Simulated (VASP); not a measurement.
# ZrB2 (P6/mmm) in VASP: notebook, part 2 of 2

VASP 6.6.1. Earlier steps stand in the parts before.

### 4 Single point, PBE (equal xx and yy strain of +3 %)

The input, INCAR:

```
PREC     = Accurate       # precision mode
ENCUT    = 500            # plane-wave cutoff, eV
EDIFF    = 1E-6           # SCF threshold, eV
ISMEAR   = -1             # smearing method
SIGMA    = 0.05           # smearing width, eV
LREAL    = F              # projectors in reciprocal space
LASPH    = T              # aspherical terms in the spheres
NELM     = 120            # most SCF steps
ALGO     = Normal         # electronic algorithm
ISIF     = 2              # what is computed and relaxed
LWAVE    = F              # write WAVECAR
LCHARG   = T              # write CHGCAR
GGA      = PE             # functional
LELF     = T              # ELF
LVHAR    = T            
NBANDS   = 16             # bands
GGA_COMPAT= F
```

The input, KPOINTS:

```
Automatic mesh
0
Gamma
  12 12 9
```

The input, POSCAR:

```
ZrB2
1.0
    3.2599498203      0.0000000000      0.0000000000
   -1.6299749102      2.8231993595      0.0000000000
    0.0000000000      0.0000000000      3.5200000000
Zr B
1 2
Direct
    0.0000000000      0.0000000000      0.0000000000
    0.3333333333      0.6666666667      0.5000000000
    0.6666666667      0.3333333333      0.5000000000
```

Potentials or basis: VASP PAW PBE potentials, release 64 (Zr_sv, B).

Started as:

```sh
> cat potpaw_PBE.64/Zr_sv/POTCAR potpaw_PBE.64/B/POTCAR > POTCAR
> mpirun -np 1 vasp_std > vasp.out
```

OUTCAR:

```text
PREC = Accurate
   ENCUT = 500
   EDIFF = 1E-6
   ISMEAR = -1
   LREAL = F
   LASPH = T
   NELM = 120
   ISIF = 2
   GGA = PE

 ion  position               nearest neighbor table
   1  0.000  0.000  0.000-   2 2.58   3 2.58   2 2.58   3 2.58   3 2.58   3 2.58   2 2.58   2 2.58
                             3 2.58   3 2.58   2 2.58   2 2.58
   2  0.333  0.667  0.500-   3 1.88   3 1.88   3 1.88   1 2.58   1 2.58   1 2.58   1 2.58   1 2.58
                             1 2.58
   3  0.667  0.333  0.500-   2 1.88   2 1.88   2 1.88   1 2.58   1 2.58   1 2.58   1 2.58   1 2.58
                             1 2.58

  LATTYP: Found a hexagonal cell.
 ALAT       =     3.2599498203
 C/A-ratio  =     1.0797712217

  Lattice vectors:

 A1 = (   3.2599498203,   0.0000000000,   0.0000000000)
 A2 = (  -1.6299749102,   2.8231993595,   0.0000000000)
 A3 = (   0.0000000000,   0.0000000000,   3.5200000000)

Analysis of symmetry for initial positions (statically):
=====================================================================
 Subroutine PRICEL returns:
 Original cell was already a primitive cell.

 Routine SETGRP: Setting up the symmetry group for a
 hexagonal supercell.

 Subroutine GETGRP returns: Found 24 space group operations
 (whereof 24 operations were pure point group operations)
 out of a pool of 24 trial point group operations.

The static configuration has the point symmetry D_6h.

Analysis of symmetry for dynamics (positions and initial velocities):
=====================================================================
 Subroutine PRICEL returns:
 Original cell was already a primitive cell.

 Routine SETGRP: Setting up the symmetry group for a
 hexagonal supercell.

 Subroutine GETGRP returns: Found 24 space group operations
 (whereof 24 operations were pure point group operations)
 out of a pool of 24 trial point group operations.

The dynamic configuration has the point symmetry D_6h.
[... 113 lines left out ...]
   NUPDOWN=      -1.0000    fix difference up-down
   EMIN   =  10.00;   EMAX   =-10.00  energy-range for DOS
   EFERMI =   0.00;   METHOD = LEGACY
   ISMEAR =    -1;   SIGMA  =   0.05  broadening in eV -4-tet -1-fermi 0-gaus
   EFERMI_NEDOS =   21; number of points for ismear=-14 and -15
   IALGO  =     38    algorithm
   IMIX   =      4    mixing-type and parameters
     AMIX     =   0.40;   BMIX     =  1.00
     AMIX_MAG =   1.60;   BMIX_MAG =  1.00
  volume/ion in A,a.u.               =      10.80        72.87
  Fermi-wavevector in a.u.,A,eV,Ry     =   1.345862  2.543311 24.644849  1.811345
  Thomas-Fermi vector in A             =   2.473741
   LORBIT       =      0    0 simple, 1 ext, 2 COOP (PROOUT), +10 PAW based schemes
   GGA     = PE    functional components
   LHFCALC =     F    Hartree Fock is set to
   AEXX    =    0.0000 exact exchange contribution
   IVDW    =     0    specifies the selected vdW correction
   LEPSILON=     F    determine dielectric tensor
   LRPA    =     F    only Hartree local field effects (RPA)
 non-spin polarized calculation
  energy-cutoff  :      500.00
  volume of cell :       32.40
 maximum number of plane-waves:       840
 NGX is ok and might be reduce to    24
   NGX = 11   NGY = 11   NGZ = 13

 number of electron      18.0000000 magnetization

 Free energy of the ion-electron system (eV)
  ---------------------------------------------------
  ext. energy  EPLUGINS =         0.00000000
  ---------------------------------------------------
  free energy    TOTEN  =       -24.90076528 eV

  energy without entropy =      -24.89836153  energy(sigma->0) =      -24.89956341

 E-fermi :  10.0315     XC(G=0): -12.2051

 val. band max:       10.0113769158   @ k =   0.0000   0.0000   0.2222
 cond. band min:      10.0434389073   @ k =   0.0000   0.0000   0.4444
 fundamental gap:      0.0320619915
 Fermi energy:        10.0314697998

 k-point     1 :       0.0000    0.0000    0.0000
  band No.  band energies     occupation
      1     -38.8022      2.00000
      2     -16.9351      2.00000
      3     -16.5189      2.00000
      4     -16.5189      2.00000
      5      -2.4818      2.00000
      6       7.2277      2.00000
[... 433 lines left out ...]
      3     -16.8746      2.00000
      4     -16.6406      2.00000
      5      -0.5157      2.00000
      6       3.5465      2.00000
[... 8 lines left out ...]
     15      17.1715      0.00000
     16      19.8044      0.00000

 [... further k-points ...]
[... 5 lines left out ...]
  --------------------------------------------------------------------------------------
  -------------------------------------------------------------------------------------
  Total       -2.9865182     -2.9865182     -0.6367415      0.0000000     -0.0000000     -0.0000000
  in kB     -147.7000419   -147.7000419    -31.4904302      0.0000000     -0.0000000     -0.0000000
  external PRESSURE =    -108.9635047 kB  Pullay stress =       0.0000000 kB

 VOLUME and BASIS-vectors are now :
 -----------------------------------------------------------------------------
  energy-cutoff  :      500.00
  volume of cell :       32.40
      direct lattice vectors                 reciprocal lattice vectors
     3.259949820  0.000000000  0.000000000     0.306753188  0.177104036  0.000000000
    -1.629974910  2.823199359  0.000000000     0.000000000  0.354208071  0.000000000
     0.000000000  0.000000000  3.520000000     0.000000000  0.000000000  0.284090909

 POSITION                                       TOTAL-FORCE (eV/Angst)
 -----------------------------------------------------------------------------------
      0.00000      0.00000      0.00000         0.000000      0.000000      0.000000
     -0.00000      1.88213      1.76000         0.000000      0.000000      0.000000
      1.62997      0.94107      1.76000        -0.000000      0.000000     -0.000000
 -----------------------------------------------------------------------------------
    total drift:                               -0.000000      0.000000     -0.000000

  FREE ENERGIE OF THE ION-ELECTRON SYSTEM (eV)
  ---------------------------------------------------
  free  energy   TOTEN  =       -24.9007652775 eV

  energy  without entropy=      -24.8983615338  energy(sigma->0) =      -24.89956341
```

OSZICAR:

```text
N       E                     dE             d eps       ncg     rms          rms(c)
DAV:   1     0.999844657512E+02    0.99984E+02   -0.93966E+03  3040   0.108E+03
DAV:   2    -0.234178118681E+02   -0.12340E+03   -0.11909E+03  3960   0.284E+02
DAV:   3    -0.273429828453E+02   -0.39252E+01   -0.39097E+01  4768   0.433E+01
DAV:   4    -0.273897861818E+02   -0.46803E-01   -0.46799E-01  3672   0.454E+00
DAV:   5    -0.273913113877E+02   -0.15252E-02   -0.15252E-02  4568   0.488E-01    0.197E+01
DAV:   6    -0.249459600378E+02    0.24454E+01   -0.55743E+00  3952   0.153E+01    0.772E+00
DAV:   7    -0.249025663808E+02    0.43394E-01   -0.58565E-01  4224   0.470E+00    0.277E+00
DAV:   8    -0.249051141441E+02   -0.25478E-02   -0.87508E-02  3720   0.235E+00    0.405E-01
DAV:   9    -0.249010807019E+02    0.40334E-02   -0.21271E-02  3888   0.104E+00    0.214E-01
DAV:  10    -0.249007564069E+02    0.32430E-03   -0.17288E-03  3656   0.362E-01    0.333E-02
DAV:  11    -0.249007673161E+02   -0.10909E-04   -0.61167E-05  3896   0.733E-02    0.910E-03
DAV:  12    -0.249007654115E+02    0.19045E-05   -0.26300E-06  3624   0.120E-02    0.506E-03
DAV:  13    -0.249007652775E+02    0.13399E-06   -0.21189E-07  1816   0.443E-03
   1 F= -.24900765E+02 E0= -.24899563E+02  d E =-.240374E-02
```

Run time: 22 s. Hardware: 1 thread of Intel Xeon Platinum 8488C (Sapphire Rapids), shared host; peak memory 0.17 GiB.

What came out:

| Item | Value |
| --- | --- |
| Free energy | -24.9008 eV |
| Pressure | -10.9 GPa |
| Band gap on the k mesh | zero (band 9 reaches 10.43 eV, above the bottom of band 10 at 9.57 eV) |

Levels at points of the mesh, in eV from the Fermi level:
```csv
k point,band 6,band 7,band 8,band 9,band 10,band 11,band 12,band 13
"(0.00, 0.00, 0.00)",-2.80,-2.80,-2.45,-2.19,3.09,3.09,3.99,4.09
"(0.50, 0.00, 0.00)",-8.56,-3.59,-3.12,-2.64,2.13,2.16,4.31,4.55
```

Caveat: the cell differs from its parent crystal (equal xx and yy strain of +3 %).

### 5 The runs side by side

| cell | cutoff (eV) | gap on the mesh (eV) | pressure (GPa) |
| --- | --- | --- | --- |
| a = 3.165, b = 3.165, c = 3.485 Å, angles 90.0, 90.0, 120.0°, 3 atoms | 520 | none | 5.0 |
| a = 3.165, b = 3.165, c = 3.590 Å, angles 90.0, 90.0, 120.0°, 3 atoms | 520 | none | -1.9 |
| a = 3.260, b = 3.260, c = 3.520 Å, angles 90.0, 90.0, 120.0°, 3 atoms | 500 | none | -10.9 |

Alike in all rows: task single point; level PBE; potentials or basis VASP PAW PBE potentials, release 64 (Zr_sv, B); no spin polarisation; k mesh 12 × 12 × 9; smearing fermi-dirac 0.05 eV.

Absolute energies hang on the potentials; compare differences alone.
